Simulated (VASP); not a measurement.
The system is ZnO.

```
Zn O
1.0
     0.09912    2.15117    2.15117
     2.15117    0.09912    2.15117
     2.15117    2.15117    0.09912
Zn O
1 1
Direct
  0.00000 0.00000 0.00000
  0.50000 0.50000 0.50000
```

This cell differs from its parent crystal: epitaxial 111 strain -3.8%.

Base run:

* Program: VASP 6.6.1
* Functional: r2SCAN
* Potentials or basis: VASP PAW PBE potentials, release 64 (Zn, O)
* Cutoff: 520 eV
* k mesh: 10 × 10 × 10
* Occupations: gaussian, width 0.01 eV
* Spin: no spin polarisation

Its results: band gap on the k mesh 1.67 eV, indirect (least direct gap 3.13 eV); pressure 11.4 GPa.

Q: The run is repeated on the same cell with these changes: functional from r2SCAN to PBE; occupations from gaussian, width 0.01 eV to fermi-dirac, width 0.02 eV. What comes out?

A: Band gap on the k mesh 1.03 eV, indirect (least direct gap 2.45 eV); pressure 19.6 GPa.

Caveats: the PAW data sets were made with another functional, which shifts forces and pressure a little (some runs).

A k mesh can miss the band edges.
